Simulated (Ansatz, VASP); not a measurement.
One calculation of Ta6Mo, two programs

```
Ta Mo
1.0
     2.32482    1.34223    6.69219
    -2.32482    1.34223    6.69219
     0.00000   -2.68447    6.69219
Ta Mo
6 1
Direct
  0.85843 0.85843 0.85843
  0.56984 0.56984 0.56984
  0.14157 0.14157 0.14157
  0.43016 0.43016 0.43016
  0.71247 0.71247 0.71247
  0.28753 0.28753 0.28753
  0.00000 0.00000 0.00000
```

Alike in both runs: functional PBE; k mesh 4 × 4 × 4; occupations gaussian, width 0.2 eV; no spin polarisation.

Ansatz relaxed the structure, and its values are those at the end. VASP's run is a single point on that final structure, the one shown.

```csv
,VASP,Ansatz
version,VASP 6.6.1,Ansatz 0.2.0
potentials or method,"VASP PAW PBE potentials, release 64 (Ta_pv, Mo_sv), cutoff 520 eV","scalar-relativistic, plane waves, PAW"
valence electrons in the cell,80,92
```

|  | VASP | Ansatz | Ansatz less VASP |
| --- | --- | --- | --- |
| gap on the k mesh at the Fermi level (eV) | none | none | - |
| pressure (GPa) | 0.1 | -0.1 | -0.15 |
| rms of the force components (eV/Å) | 0.007 | 0.006 | -0.0008 |

A gap of «none» marks a metal or a gap that the smearing closes. With one functional, cell and mesh, what is left measures potentials, basis and numerics. VASP's potentials hold 80 valence electrons a cell and Ansatz's 92, so a difference there can come from the potentials and not from the codes.

The k mesh is coarse, so the values compare programs but aren't converged. Neither program's run includes spin-orbit coupling.
